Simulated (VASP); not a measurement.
# Mo (Cmcm) in VASP: single point with PBEsol

Aim: the single point of Mo with PBEsol.

Everything below comes from runs of VASP 6.6.1. Logs are shortened: lines on timing, memory, paths and dates and some standing lists are left out, and cuts for length are marked.

**1. The cell of the first run**

Symmetry: Cmcm, No. 63, orthorhombic system. Conventional cell: a = 3.129 Å, b = 4.426 Å, c = 4.426 Å, α = 90.00°, β = 90.00°, γ = 90.00°. Within 3.6 Å of Mo (site symmetry m2m) lie 14 Mo at 2.71 to 3.29 Å.

**2. Single point, PBEsol (atoms displaced along a vibrational mode)**

Input file INCAR:

```
SYSTEM = Mo
PREC = Accurate
ENCUT = 520
EDIFF = 1E-7
ISMEAR = 0
SIGMA = 0.15
LREAL = .FALSE.
LASPH = .TRUE.
NELM = 100
ALGO = Fast
ISIF = 2
LWAVE = .FALSE.
LCHARG = .FALSE.
GGA = PS
NBANDS = 21
```

Input file KPOINTS:

```
Automatic mesh
0
G
  24 24 14
  0 0 0
```

Input file POSCAR:

```
Mo
1.0
   -1.5646534271      1.5646534271      1.5646534271
    1.5646534271     -1.5646534271      1.5646534271
    3.1293068543      3.1293068543      0.0000000000
Mo
2
Direct
   -0.0254208093      0.0254208093      0.0000000000
    0.5254208093      0.4745791907      0.5000000000
```

Potentials or basis: VASP PAW PBE potentials, release 64 (Mo_sv).

On the command line:

```
$ cat potpaw_PBE.64/Mo_sv/POTCAR > POTCAR
$ mpirun -np 1 vasp_std > vasp.out
```

OUTCAR:

```text
SYSTEM = Mo
   PREC = Accurate
   ENCUT = 520
   EDIFF = 1E-7
   ISMEAR = 0
   LREAL = .FALSE.
   LASPH = .TRUE.
   NELM = 100
   ISIF = 2
   GGA = PS

 ion  position               nearest neighbor table
   1  0.975  0.025  0.000-   2 2.72   2 2.72   2 2.72   2 2.72   2 2.97   2 2.97   2 3.29   2 3.29

   2  0.525  0.475  0.500-   1 2.72   1 2.72   1 2.72   1 2.72   1 2.97   1 2.97   1 3.29   1 3.29

  LATTYP: Found a base centered orthorhombic cell.
 ALAT       =     3.1293068542
 B/A-ratio  =     1.4142135624
 C/A-ratio  =     1.4142135624

  Lattice vectors:

 A1 = (  -1.5646534271,   1.5646534271,   1.5646534271)
 A2 = (   1.5646534271,  -1.5646534271,   1.5646534271)
 A3 = (   3.1293068543,   3.1293068543,   0.0000000000)

Analysis of symmetry for initial positions (statically):
=====================================================================
 Subroutine PRICEL returns:
 Original cell was already a primitive cell.

 Routine SETGRP: Setting up the symmetry group for a
 base centered orthorhombic supercell.

 Subroutine GETGRP returns: Found  8 space group operations
 (whereof  4 operations were pure point group operations)
 out of a pool of  8 trial point group operations.

The static configuration has the point symmetry C_2v.
 The point group associated with its full space group is D_2h.

Analysis of symmetry for dynamics (positions and initial velocities):
=====================================================================
 Subroutine PRICEL returns:
 Original cell was already a primitive cell.

 Routine SETGRP: Setting up the symmetry group for a
 base centered orthorhombic supercell.

 Subroutine GETGRP returns: Found  8 space group operations
 (whereof  4 operations were pure point group operations)
 out of a pool of  8 trial point group operations.

The dynamic configuration has the point symmetry C_2v.
 The point group associated with its full space group is D_2h.

 Subroutine INISYM returns: Found  8 space group operations
 (whereof  4 operations are pure point group operations),
 and found     1 'primitive' translations

----------------------------------------------------------------------------------------

                                     Primitive cell

  volume of cell :      30.6439

  direct lattice vectors                    reciprocal lattice vectors
    -1.564653427  1.564653427  1.564653427    -0.159779793  0.159779793  0.319559585
     1.564653427 -1.564653427  1.564653427     0.159779793 -0.159779793  0.319559585
     3.129306854  3.129306854  0.000000000     0.159779793  0.159779793  0.000000000

  length of vectors
     2.710059232  2.710059232  4.425508194     0.391378963  0.391378963  0.225962750

  position of ions in fractional coordinates (direct lattice)
     0.974579191  0.025420809  0.000000000
     0.525420809  0.474579191  0.500000000

  ion indices of the primitive-cell ions
   primitive index   ion index
                 1           1
                 2           2

----------------------------------------------------------------------------------------

 KPOINTS: Automatic mesh

Automatic generation of k-mesh.
 Grid dimensions read from file:
 generate k-points for:   24   24   14

 Generating k-lattice:

  Cartesian coordinates                     Fractional coordinates (reciprocal lattice)
    -0.006657491  0.006657491  0.013314983     0.041666667  0.000000000  0.000000000
     0.006657491 -0.006657491  0.013314983     0.000000000  0.041666667  0.000000000
     0.011412842  0.011412842  0.000000000     0.000000000  0.000000000  0.071428571

  Length of vectors
     0.016307457  0.016307457  0.016140196

  Shift w.r.t. Gamma in fractional coordinates (k-lattice)
     0.000000000  0.000000000  0.000000000

 Subroutine IBZKPT returns following result:
 ===========================================

 Found   1256 irreducible k-points:

 Following reciprocal coordinates:
            Coordinates               Weight
  0.000000  0.000000  0.000000      1.000000
  0.041667  0.000000  0.000000      4.000000
  0.083333  0.000000  0.000000      4.000000
  0.125000  0.000000  0.000000      4.000000
  0.166667  0.000000  0.000000      4.000000
  0.208333  0.000000  0.000000      4.000000
[... 16 lines left out ...]
  0.416667  0.041667  0.000000      4.000000
  0.458333  0.041667  0.000000      4.000000
 [... further k-points ...]
   k-points           NKPTS =   1256   k-points in BZ     NKDIM =   1256   number of bands    NBANDS=     21
   number of dos      NEDOS =    301   number of ions     NIONS =      2
   total plane-waves  NPLWV =  14400
   dimension x,y,z NGX =    20 NGY =   20 NGZ =   36
   dimension x,y,z NGXF=    40 NGYF=   40 NGZF=   72
   ions per type =               2
   NGX,Y,Z   is equivalent  to a cutoff of  12.27, 12.27, 13.52 a.u.
   NGXF,Y,Z  is equivalent  to a cutoff of  24.54, 24.54, 27.05 a.u.
 SYSTEM =  Mo
   PREC   = accura    normal or accurate (medium, high low for compatibility)
   ISTART =      0    job   : 0-new  1-cont  2-samecut
   ICHARG =      2    charge: 1-file 2-atom 10-const
   ISPIN  =      1    spin polarized calculation?
   LNONCOLLINEAR =      F non collinear calculations
   LSORBIT =      F    spin-orbit coupling
   LASPH  =      T    aspherical Exc in radial PAW
   ENCUT  =  520.0 eV  38.22 Ry    6.18 a.u.   5.04  5.04  8.23*2*pi/ulx,y,z
   NELM   =    100;   NELMIN=  2; NELMDL= -5     # of ELM steps
   EDIFF  = 0.1E-06   stopping-criterion for ELM
   LREAL  =      F    real-space projection
   EDIFFG = 0.1E-05   stopping-criterion for IOM
   NSW    =      0    number of steps for IOM
   IBRION =     -1    ionic relax: 0-MD 1-quasi-New 2-CG
   NFREE  =      0    steps in history (QN), initial steepest desc. (CG)
   ISIF   =      2    stress and relaxation
   ISYM   =      2    0-nonsym 1-usesym 2-fastsym
   POTIM  = 0.5000    time-step for ionic-motion
   TEBEG  =    0.0;   TEEND  =   0.0 temperature during run
   PSTRESS=    0.0 pullay stress
   NELECT =      28.0000    total number of electrons
   NUPDOWN=      -1.0000    fix difference up-down
   EMIN   =  10.00;   EMAX   =-10.00  energy-range for DOS
   EFERMI =   0.00;   METHOD = LEGACY
   ISMEAR =     0;   SIGMA  =   0.15  broadening in eV -4-tet -1-fermi 0-gaus
   EFERMI_NEDOS =   21; number of points for ismear=-14 and -15
   IALGO  =     68    algorithm
   IMIX   =      4    mixing-type and parameters
     AMIX     =   0.40;   BMIX     =  1.00
     AMIX_MAG =   1.60;   BMIX_MAG =  1.00
  volume/ion in A,a.u.               =      15.32       103.40
  Fermi-wavevector in a.u.,A,eV,Ry     =   1.588593  3.002006 34.336047  2.523628
  Thomas-Fermi vector in A             =   2.687573
   LORBIT       =      0    0 simple, 1 ext, 2 COOP (PROOUT), +10 PAW based schemes
   GGA     = PS    functional components
   LHFCALC =     F    Hartree Fock is set to
   AEXX    =    0.0000 exact exchange contribution
   IVDW    =     0    specifies the selected vdW correction
   LEPSILON=     F    determine dielectric tensor
   LRPA    =     F    only Hartree local field effects (RPA)
 non-spin polarized calculation
 RMM-DIIS sequential band-by-band and
 Gauss-broadening in eV      SIGMA  =   0.15
  energy-cutoff  :      520.00
  volume of cell :       30.64
 maximum number of plane-waves:       854
   NGX = 11   NGY = 11   NGZ = 17

 number of electron      27.9999997 magnetization

 Free energy of the ion-electron system (eV)
  ---------------------------------------------------
  ext. energy  EPLUGINS =         0.00000000
  ---------------------------------------------------
  free energy    TOTEN  =       -23.40053669 eV

  energy without entropy =      -23.38483926  energy(sigma->0) =      -23.39268798

 E-fermi :  12.7681     XC(G=0): -13.6390

 val. band max:       12.7664483644   @ k =  -0.2500   0.1667   0.2143
 cond. band min:      12.7704642493   @ k =  -0.2083   0.1250   0.2143
 fundamental gap:      0.0040158849
 Fermi energy:        12.7680712280

 k-point     1 :       0.0000    0.0000    0.0000
  band No.  band energies     occupation
      1     -48.3898      2.00000
      2     -48.1003      2.00000
      3     -23.1288      2.00000
      4     -22.0952      2.00000
      5     -21.6657      2.00000
      6     -21.6451      2.00000
[... 13 lines left out ...]
     20      17.4366      0.00000
     21      24.9155      0.00000

 k-point     2 :       0.0417    0.0000    0.0000
  band No.  band energies     occupation
      1     -48.3862      2.00000
      2     -48.0991      2.00000
      3     -23.1207      2.00000
      4     -22.1031      2.00000
      5     -21.6787      2.00000
      6     -21.6589      2.00000
[... 13 lines left out ...]
     20      17.6102      0.00000
     21      24.9348      0.00000

 k-point     3 :       0.0833    0.0000    0.0000
  band No.  band energies     occupation
      1     -48.3756      2.00000
      2     -48.0955      2.00000
      3     -23.0965      2.00000
      4     -22.1285      2.00000
      5     -21.7183      2.00000
      6     -21.7087      2.00000
[... 13 lines left out ...]
     20      18.1060      0.00000
     21      24.4191      0.00000

 k-point     4 :       0.1250    0.0000    0.0000
  band No.  band energies     occupation
      1     -48.3584      2.00000
      2     -48.0900      2.00000
      3     -23.0569      2.00000
      4     -22.1760      2.00000
      5     -21.8134      2.00000
      6     -21.7502      2.00000
[... 13 lines left out ...]
     20      18.8300      0.00000
     21      24.2161      0.00000

 k-point     5 :       0.1667    0.0000    0.0000
  band No.  band energies     occupation
      1     -48.3356      2.00000
      2     -48.0832      2.00000
      3     -23.0029      2.00000
      4     -22.2494      2.00000
      5     -21.9385      2.00000
      6     -21.7886      2.00000
[... 13 lines left out ...]
     20      19.6806      0.00000
     21      23.9611      0.00000
[... 382 lines left out ...]
     20      22.9747      0.00000
     21      23.1795      0.00000

 k-point    22 :       0.3750    0.0417    0.0000
  band No.  band energies     occupation
      1     -48.1650      2.00000
      2     -48.0714      2.00000
      3     -22.7847      2.00000
      4     -22.6633      2.00000
      5     -22.5192      2.00000
      6     -22.0331      2.00000
[... 13 lines left out ...]
     20      22.1418      0.00000
     21      23.2638      0.00000

 k-point    23 :       0.4167    0.0417    0.0000
  band No.  band energies     occupation
      1     -48.1371      2.00000
      2     -48.0773      2.00000
      3     -22.8521      2.00000
      4     -22.7524      2.00000
      5     -22.4227      2.00000
      6     -22.1114      2.00000
[... 13 lines left out ...]
     20      21.1682      0.00000
     21      23.6996      0.00000

 k-point    24 :       0.4583    0.0417    0.0000
  band No.  band energies     occupation
      1     -48.1172      2.00000
      2     -48.0840      2.00000
      3     -22.8922      2.00000
      4     -22.8070      2.00000
      5     -22.3473      2.00000
      6     -22.1755      2.00000
[... 13 lines left out ...]
     20      20.1747      0.00000
     21      24.2789      0.00000

 [... further k-points ...]

------------------------ aborting loop because EDIFF is reached ----------------------------------------

  FORCE on cell =-STRESS in cart. coord.  units (eV):
  Direction    XX          YY          ZZ          XY          YZ          ZX
  --------------------------------------------------------------------------------------
  -------------------------------------------------------------------------------------
  Total        0.3863062      0.3863062      0.1394001      0.6453088      0.0000000     -0.0000000
  in kB       20.1975068     20.1975068      7.2883516     33.7391174      0.0000000     -0.0000000
  external PRESSURE =      15.8944551 kB  Pullay stress =       0.0000000 kB

 VOLUME and BASIS-vectors are now :
 -----------------------------------------------------------------------------
  energy-cutoff  :      520.00
  volume of cell :       30.64
      direct lattice vectors                 reciprocal lattice vectors
    -1.564653427  1.564653427  1.564653427    -0.159779793  0.159779793  0.319559585
     1.564653427 -1.564653427  1.564653427     0.159779793 -0.159779793  0.319559585
     3.129306854  3.129306854  0.000000000     0.159779793  0.159779793  0.000000000

 POSITION                                       TOTAL-FORCE (eV/Angst)
 -----------------------------------------------------------------------------------
     -1.48510      1.48510      1.56465        -0.954104      0.954104      0.000000
      1.48510      1.64420      1.56465         0.954104     -0.954104      0.000000
 -----------------------------------------------------------------------------------
    total drift:                                0.000000      0.000000     -0.000000

  FREE ENERGIE OF THE ION-ELECTRON SYSTEM (eV)
  ---------------------------------------------------
  free  energy   TOTEN  =       -23.4005366857 eV

  energy  without entropy=      -23.3848392647  energy(sigma->0) =      -23.39268798
```

Run time: 8.9 min. Hardware: 1 thread of Oxide Virtual Turin-like, shared host; peak memory 0.63 GiB.

What came out:

```yaml
Free_energy: -23.4005 eV
Pressure: 1.6 GPa
Largest_force: 1.349 eV/Å
Band_gap_on_the_k_mesh: zero (bands 14 and 15 overlap by 2.74 eV)
```

Forces on the atoms (eV/Å):
```
Mo  -0.954  0.954  0.000
Mo   0.954 -0.954  0.000
```

Stress tensor (GPa, compression positive):
```
2.02 3.37 0.00
3.37 2.02 0.00
0.00 0.00 0.73
```

Levels at points of the mesh, in eV from the Fermi level:
| k point | band 10 | band 11 | band 12 | band 13 | band 14 | band 15 | band 16 | band 17 | band 18 | band 19 |
| --- | --- | --- | --- | --- | --- | --- | --- | --- | --- | --- |
| (0.00, 0.00, 0.00) | -5.44 | -3.44 | -1.46 | -1.25 | -1.25 | 1.51 | 1.62 | 1.63 | 1.72 | 2.57 |
| (0.50, 0.00, 0.00) | -3.93 | -3.56 | -2.47 | -1.74 | -1.44 | 0.44 | 2.46 | 2.46 | 2.70 | 6.31 |
| (0.50, 0.50, 0.00) | -5.50 | -5.38 | -3.44 | 1.40 | 1.70 | 2.00 | 4.11 | 4.23 | 4.54 | 4.86 |
| (0.00, 0.00, 0.50) | -5.33 | -2.63 | -2.63 | -1.58 | -1.58 | 0.79 | 0.79 | 1.26 | 1.26 | 2.34 |
| (0.50, 0.00, 0.50) | -5.42 | -3.43 | -3.43 | 1.54 | 1.54 | 1.69 | 1.69 | 2.48 | 2.48 | 4.88 |
| (0.50, 0.50, 0.50) | -4.63 | -3.36 | -3.36 | -0.77 | -0.77 | 0.53 | 0.53 | 4.55 | 4.55 | 7.38 |

Caveat: the cell differs from its parent crystal (atoms displaced along a vibrational mode); the PAW data sets were made with another functional, which shifts forces and pressure a little.
